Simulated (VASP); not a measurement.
# Ti5C4 (a cell with a defect) in VASP: a series of runs

Ti5C4 (a cell with a defect) is run at these levels: PBE; tasks: single point, relaxation of the atoms.

Program: VASP 6.6.1. These are calculated values, not measurements. Logs are shortened: lines on timing, memory, paths and dates and some standing lists are left out, and cuts for length are marked.

## 1. The cell of the first run

The cell holds a defect, 9 atoms: a = 4.333 Å, b = 4.333 Å, c = 4.333 Å, α = 90.00°, β = 90.00°, γ = 90.00°.

## 2. Single point, PBE

Input file INCAR:

```
SYSTEM = Ti5C4
ALGO = Normal ; EDIFF = 1E-6
ENCUT = 520 ; GGA = PE
GGA_COMPAT = .False. ; ISIF = 2
ISMEAR = 0 ; LASPH = .True.
LCHARG = .True. ; LELF = .True.
LREAL = .False. ; LVHAR = .True.
LWAVE = .False. ; NBANDS = 48
NELM = 120 ; PREC = Accurate
SIGMA = 0.1
```

Input file KPOINTS:

```
Automatic mesh
0
Gamma
  6 6 6
  0.5 0.5 0.5
```

Input file POSCAR:

```
Ti5C4
1.0
    0.0000000000      0.0000000000     -4.3327798708
    0.0000000000     -4.3327798708      0.0000000000
   -4.3327798708      0.0000000000      0.0000000000
Ti C
5 4
Direct
    0.0369874308      0.0369874308      0.0369874308
    1.0369874308      0.4630125692      0.4630125692
    0.4630125692      1.0369874308      0.4630125692
    0.4630125692      0.4630125692      0.0369874308
    0.7500000000      0.7500000000      0.7500000000
    0.0012239536      0.0012239536      0.4987760464
    0.0012239536      0.4987760464      0.0012239536
    0.4987760464      0.0012239536      0.0012239536
    0.4987760464      0.4987760464      0.4987760464
```

Potentials or basis: VASP PAW PBE potentials, release 64 (Ti_sv, C).

Launch:

```bash
cat potpaw_PBE.64/Ti_sv/POTCAR potpaw_PBE.64/C/POTCAR > POTCAR
mpirun -np 1 vasp_std > vasp.out
```

OUTCAR:

```text
SYSTEM = Ti5C4
   EDIFF = 1E-6
   ENCUT = 520
   GGA = PE
   ISIF = 2
   ISMEAR = 0
   LASPH = .True.
   LREAL = .False.
   NELM = 120
   PREC = Accurate

 ion  position               nearest neighbor table
   1  0.037  0.037  0.037-   6 2.01   7 2.01   8 2.01   5 2.15   6 2.34   7 2.34   8 2.34   3 2.61
                             4 2.61   2 2.61
   2  0.037  0.463  0.463-   6 2.01   7 2.01   9 2.01   5 2.15   6 2.34   7 2.34   9 2.34   4 2.61
                             1 2.61   3 2.61
   3  0.463  0.037  0.463-   6 2.01   8 2.01   9 2.01   5 2.15   6 2.34   8 2.34   9 2.34   4 2.61
                             1 2.61   2 2.61
   4  0.463  0.463  0.037-   7 2.01   8 2.01   9 2.01   5 2.15   7 2.34   8 2.34   9 2.34   3 2.61
                             1 2.61   2 2.61
   5  0.750  0.750  0.750-   6 1.89   7 1.89   8 1.89   9 1.89   1 2.15   2 2.15   3 2.15   4 2.15

   6  0.001  0.001  0.499-   5 1.89   2 2.01   3 2.01   1 2.01   1 2.34   2 2.34   3 2.34
   7  0.001  0.499  0.001-   5 1.89   2 2.01   4 2.01   1 2.01   1 2.34   2 2.34   4 2.34
   8  0.499  0.001  0.001-   5 1.89   3 2.01   4 2.01   1 2.01   1 2.34   3 2.34   4 2.34
   9  0.499  0.499  0.499-   5 1.89   3 2.01   4 2.01   2 2.01   3 2.34   4 2.34   2 2.34

  LATTYP: Found a simple cubic cell.
 ALAT       =     4.3327798708

  Lattice vectors:

 A1 = (   0.0000000000,   0.0000000000,  -4.3327798708)
 A2 = (   0.0000000000,  -4.3327798708,   0.0000000000)
 A3 = (  -4.3327798708,   0.0000000000,   0.0000000000)

Analysis of symmetry for initial positions (statically):
=====================================================================
 Subroutine PRICEL returns:
 Original cell was already a primitive cell.

 Routine SETGRP: Setting up the symmetry group for a
 simple cubic supercell.

 Subroutine GETGRP returns: Found 24 space group operations
 (whereof  6 operations were pure point group operations)
 out of a pool of 48 trial point group operations.

The static configuration has the point symmetry C_3v.
 The point group associated with its full space group is T_d .

Analysis of symmetry for dynamics (positions and initial velocities):
=====================================================================
 Subroutine PRICEL returns:
 Original cell was already a primitive cell.

 Routine SETGRP: Setting up the symmetry group for a
 simple cubic supercell.

 Subroutine GETGRP returns: Found 24 space group operations
 (whereof  6 operations were pure point group operations)
 out of a pool of 48 trial point group operations.

The dynamic configuration has the point symmetry C_3v.
 The point group associated with its full space group is T_d .

 Subroutine INISYM returns: Found 24 space group operations
 (whereof  6 operations are pure point group operations),
 and found     1 'primitive' translations

----------------------------------------------------------------------------------------

                                     Primitive cell

  volume of cell :      81.3392

  direct lattice vectors                    reciprocal lattice vectors
     0.000000000  0.000000000 -4.332779871     0.000000000  0.000000000 -0.230798709
     0.000000000 -4.332779871  0.000000000     0.000000000 -0.230798709  0.000000000
    -4.332779871  0.000000000  0.000000000    -0.230798709  0.000000000  0.000000000

  length of vectors
     4.332779871  4.332779871  4.332779871     0.230798709  0.230798709  0.230798709

  position of ions in fractional coordinates (direct lattice)
     0.036987431  0.036987431  0.036987431
     0.036987431  0.463012569  0.463012569
     0.463012569  0.036987431  0.463012569
     0.463012569  0.463012569  0.036987431
     0.750000000  0.750000000  0.750000000
     0.001223954  0.001223954  0.498776046
     0.001223954  0.498776046  0.001223954
     0.498776046  0.001223954  0.001223954
     0.498776046  0.498776046  0.498776046

  ion indices of the primitive-cell ions
   primitive index   ion index
                 1           1
                 2           2
                 3           3
                 4           4
                 5           5
                 6           6
                 7           7
                 8           8
                 9           9

----------------------------------------------------------------------------------------

 KPOINTS: Automatic mesh

Automatic generation of k-mesh.
 Grid dimensions read from file:
 generate k-points for:    6    6    6

 Generating k-lattice:

  Cartesian coordinates                     Fractional coordinates (reciprocal lattice)
     0.000000000  0.000000000 -0.038466451     0.166666667  0.000000000  0.000000000
     0.000000000 -0.038466451  0.000000000     0.000000000  0.166666667  0.000000000
    -0.038466451  0.000000000  0.000000000     0.000000000  0.000000000  0.166666667

  Length of vectors
     0.038466451  0.038466451  0.038466451

  Shift w.r.t. Gamma in fractional coordinates (k-lattice)
     0.500000000  0.500000000  0.500000000

 Subroutine IBZKPT returns following result:
 ===========================================

 Found     10 irreducible k-points:

 Following reciprocal coordinates:
            Coordinates               Weight
  0.083333  0.083333  0.083333      8.000000
  0.250000  0.083333  0.083333     24.000000
  0.416667  0.083333  0.083333     24.000000
  0.250000  0.250000  0.083333     24.000000
  0.416667  0.250000  0.083333     48.000000
  0.416667  0.416667  0.083333     24.000000
  0.250000  0.250000  0.250000      8.000000
  0.416667  0.250000  0.250000     24.000000
  0.416667  0.416667  0.250000     24.000000
  0.416667  0.416667  0.416667      8.000000
   k-points           NKPTS =     10   k-points in BZ     NKDIM =     10   number of bands    NBANDS=     48
   number of dos      NEDOS =    301   number of ions     NIONS =      9
   total plane-waves  NPLWV =  32768
   dimension x,y,z NGX =    32 NGY =   32 NGZ =   32
   dimension x,y,z NGXF=    64 NGYF=   64 NGZF=   64
   ions per type =               5   4
   NGX,Y,Z   is equivalent  to a cutoff of  12.28, 12.28, 12.28 a.u.
   NGXF,Y,Z  is equivalent  to a cutoff of  24.56, 24.56, 24.56 a.u.
 SYSTEM =  Ti5C4
   PREC   = accura    normal or accurate (medium, high low for compatibility)
   ISTART =      0    job   : 0-new  1-cont  2-samecut
   ICHARG =      2    charge: 1-file 2-atom 10-const
   ISPIN  =      1    spin polarized calculation?
   LNONCOLLINEAR =      F non collinear calculations
   LSORBIT =      F    spin-orbit coupling
   LASPH  =      T    aspherical Exc in radial PAW
   ENCUT  =  520.0 eV  38.22 Ry    6.18 a.u.   8.06  8.06  8.06*2*pi/ulx,y,z
   NELM   =    120;   NELMIN=  2; NELMDL= -5     # of ELM steps
   EDIFF  = 0.1E-05   stopping-criterion for ELM
   LREAL  =      F    real-space projection
   EDIFFG = 0.1E-04   stopping-criterion for IOM
   NSW    =      0    number of steps for IOM
   IBRION =     -1    ionic relax: 0-MD 1-quasi-New 2-CG
   NFREE  =      0    steps in history (QN), initial steepest desc. (CG)
   ISIF   =      2    stress and relaxation
   ISYM   =      2    0-nonsym 1-usesym 2-fastsym
   POTIM  = 0.5000    time-step for ionic-motion
   TEBEG  =    0.0;   TEEND  =   0.0 temperature during run
   PSTRESS=    0.0 pullay stress
   NELECT =      76.0000    total number of electrons
   NUPDOWN=      -1.0000    fix difference up-down
   EMIN   =  10.00;   EMAX   =-10.00  energy-range for DOS
   EFERMI =   0.00;   METHOD = LEGACY
   ISMEAR =     0;   SIGMA  =   0.10  broadening in eV -4-tet -1-fermi 0-gaus
   EFERMI_NEDOS =   21; number of points for ismear=-14 and -15
   IALGO  =     38    algorithm
   IMIX   =      4    mixing-type and parameters
     AMIX     =   0.40;   BMIX     =  1.00
     AMIX_MAG =   1.60;   BMIX_MAG =  1.00
  volume/ion in A,a.u.               =       9.04        60.99
  Fermi-wavevector in a.u.,A,eV,Ry     =   1.600465  3.024440 34.851145  2.561487
  Thomas-Fermi vector in A             =   2.697596
   LORBIT       =      0    0 simple, 1 ext, 2 COOP (PROOUT), +10 PAW based schemes
   GGA     = PE    functional components
   LHFCALC =     F    Hartree Fock is set to
   AEXX    =    0.0000 exact exchange contribution
   IVDW    =     0    specifies the selected vdW correction
   LEPSILON=     F    determine dielectric tensor
   LRPA    =     F    only Hartree local field effects (RPA)
 non-spin polarized calculation
 Gauss-broadening in eV      SIGMA  =   0.10
  energy-cutoff  :      520.00
  volume of cell :       81.34
 maximum number of plane-waves:      2230
 NGX is ok and might be reduce to    32
   NGX = 17   NGY = 17   NGZ = 17

 number of electron      75.9999982 magnetization

 Free energy of the ion-electron system (eV)
  ---------------------------------------------------
  ext. energy  EPLUGINS =         0.00000000
  ---------------------------------------------------
  free energy    TOTEN  =       -72.59306843 eV

  energy without entropy =      -72.56823171  energy(sigma->0) =      -72.58065007

 E-fermi :  12.1030     XC(G=0): -13.4090

 val. band max:       12.0731829920   @ k =   0.2500   0.0833   0.0833
 cond. band min:      12.1300211361   @ k =   0.4167   0.4167   0.4167
 fundamental gap:      0.0568381441
 Fermi energy:        12.1030385743

 k-point     1 :       0.0833    0.0833    0.0833
  band No.  band energies     occupation
      1     -45.0481      2.00000
      2     -44.7024      2.00000
      3     -44.6846      2.00000
      4     -44.6846      2.00000
      5     -43.8901      2.00000
      6     -22.2090      2.00000
[... 40 lines left out ...]
     47      14.4819      0.00000
     48      15.7297      0.00000

 k-point     2 :       0.2500    0.0833    0.0833
  band No.  band energies     occupation
      1     -45.0098      2.00000
      2     -44.7522      2.00000
      3     -44.6864      2.00000
      4     -44.6846      2.00000
      5     -43.8768      2.00000
      6     -22.3547      2.00000
[... 40 lines left out ...]
     47      15.0861      0.00000
     48      15.3825      0.00000

 k-point     3 :       0.4167    0.0833    0.0833
  band No.  band energies     occupation
      1     -44.9460      2.00000
      2     -44.8283      2.00000
      3     -44.6866      2.00000
      4     -44.6845      2.00000
      5     -43.8641      2.00000
      6     -22.4566      2.00000
[... 40 lines left out ...]
     47      15.3491      0.00000
     48      15.4689      0.00000

 k-point     4 :       0.2500    0.2500    0.0833
  band No.  band energies     occupation
      1     -44.9803      2.00000
      2     -44.7776      2.00000
      3     -44.6943      2.00000
      4     -44.6874      2.00000
      5     -43.8701      2.00000
      6     -22.4106      2.00000
[... 40 lines left out ...]
     47      15.2298      0.00000
     48      15.2461      0.00000

 k-point     5 :       0.4167    0.2500    0.0833
  band No.  band energies     occupation
      1     -44.9351      2.00000
      2     -44.8235      2.00000
      3     -44.6962      2.00000
      4     -44.6912      2.00000
      5     -43.8636      2.00000
      6     -22.4633      2.00000
[... 40 lines left out ...]
     47      15.0841      0.00000
     48      15.3358      0.00000

 k-point     6 :       0.4167    0.4167    0.0833
  band No.  band energies     occupation
      1     -44.9229      2.00000
      2     -44.8191      2.00000
      3     -44.7040      2.00000
      4     -44.7008      2.00000
      5     -43.8631      2.00000
      6     -22.4732      2.00000
[... 40 lines left out ...]
     47      14.8657      0.00000
     48      14.9724      0.00000

 k-point     7 :       0.2500    0.2500    0.2500
  band No.  band energies     occupation
      1     -44.9669      2.00000
      2     -44.7847      2.00000
      3     -44.6942      2.00000
      4     -44.6942      2.00000
      5     -43.8698      2.00000
      6     -22.4078      2.00000
[... 40 lines left out ...]
     47      15.1119      0.00000
     48      15.4127      0.00000

 k-point     8 :       0.4167    0.2500    0.2500
  band No.  band energies     occupation
      1     -44.9515      2.00000
      2     -44.7945      2.00000
      3     -44.7003      2.00000
      4     -44.6941      2.00000
      5     -43.8695      2.00000
      6     -22.4187      2.00000
[... 40 lines left out ...]
     47      15.2432      0.00000
     48      15.3088      0.00000

 k-point     9 :       0.4167    0.4167    0.2500
  band No.  band energies     occupation
      1     -44.9636      2.00000
      2     -44.7658      2.00000
      3     -44.7038      2.00000
      4     -44.7013      2.00000
      5     -43.8755      2.00000
      6     -22.3825      2.00000
[... 40 lines left out ...]
     47      14.9401      0.00000
     48      15.1977      0.00000

 k-point    10 :       0.4167    0.4167    0.4167
  band No.  band energies     occupation
      1     -44.9893      2.00000
      2     -44.7253      2.00000
      3     -44.7037      2.00000
      4     -44.7037      2.00000
      5     -43.8885      2.00000
      6     -22.2619      2.00000
[... 40 lines left out ...]
     47      15.0274      0.00000
     48      15.0274      0.00000

------------------------ aborting loop because EDIFF is reached ----------------------------------------

  FORCE on cell =-STRESS in cart. coord.  units (eV):
  Direction    XX          YY          ZZ          XY          YZ          ZX
  --------------------------------------------------------------------------------------
  -------------------------------------------------------------------------------------
  Total       37.5150609     37.5150609     37.5150609      0.0000000      0.0000000     -0.0000000
  in kB      738.9522275    738.9522275    738.9522275      0.0000000      0.0000000     -0.0000000
  external PRESSURE =     738.9522275 kB  Pullay stress =       0.0000000 kB

 VOLUME and BASIS-vectors are now :
 -----------------------------------------------------------------------------
  energy-cutoff  :      520.00
  volume of cell :       81.34
      direct lattice vectors                 reciprocal lattice vectors
     0.000000000  0.000000000 -4.332779871     0.000000000  0.000000000 -0.230798709
     0.000000000 -4.332779871  0.000000000     0.000000000 -0.230798709  0.000000000
    -4.332779871  0.000000000  0.000000000    -0.230798709  0.000000000  0.000000000

 POSITION                                       TOTAL-FORCE (eV/Angst)
 -----------------------------------------------------------------------------------
     -0.16026     -0.16026     -0.16026        -0.031023     -0.031023     -0.031023
     -2.00613     -2.00613     -0.16026         0.031023      0.031023     -0.031023
     -2.00613     -0.16026     -2.00613         0.031023     -0.031023      0.031023
     -0.16026     -2.00613     -2.00613        -0.031023      0.031023      0.031023
     -3.24958     -3.24958     -3.24958        -0.000000      0.000000     -0.000000
     -2.16109     -0.00530     -0.00530        -0.036962      0.036962      0.036962
     -0.00530     -2.16109     -0.00530         0.036962     -0.036962      0.036962
     -0.00530     -0.00530     -2.16109         0.036962      0.036962     -0.036962
     -2.16109     -2.16109     -2.16109        -0.036962     -0.036962     -0.036962
 -----------------------------------------------------------------------------------
    total drift:                                0.000000     -0.000001     -0.000001

  FREE ENERGIE OF THE ION-ELECTRON SYSTEM (eV)
  ---------------------------------------------------
  free  energy   TOTEN  =       -72.5930684295 eV

  energy  without entropy=      -72.5682317071  energy(sigma->0) =      -72.58065007
```

It took 29 s on 1 thread of Intel Xeon Platinum 8488C (Sapphire Rapids), shared host; peak memory 0.19 GiB.

Results:

```
Free energy            : -72.5931 eV
Pressure               : 73.9 GPa
Largest force          : 0.064 eV/Å
Band gap on the k mesh : zero (band 38 reaches 12.53 eV, above the bottom of band 39 at 11.17 eV)
```

Forces on the atoms (eV/Å):
```
Ti  -0.031 -0.031 -0.031
Ti   0.031  0.031 -0.031
Ti   0.031 -0.031  0.031
Ti  -0.031  0.031  0.031
Ti   0.000  0.000  0.000
C   -0.037  0.037  0.037
C    0.037 -0.037  0.037
C    0.037  0.037 -0.037
C   -0.037 -0.037 -0.037
```

Levels at points of the mesh, in eV from the Fermi level:
```csv
k point,band 34,band 35,band 36,band 37,band 38,band 39,band 40,band 41,band 42,band 43
"(0.08, 0.08, 0.08)",-1.59,-1.47,-1.47,-1.05,-1.05,-0.93,0.22,0.44,0.44,0.96
```

[end of part 1 of 2]
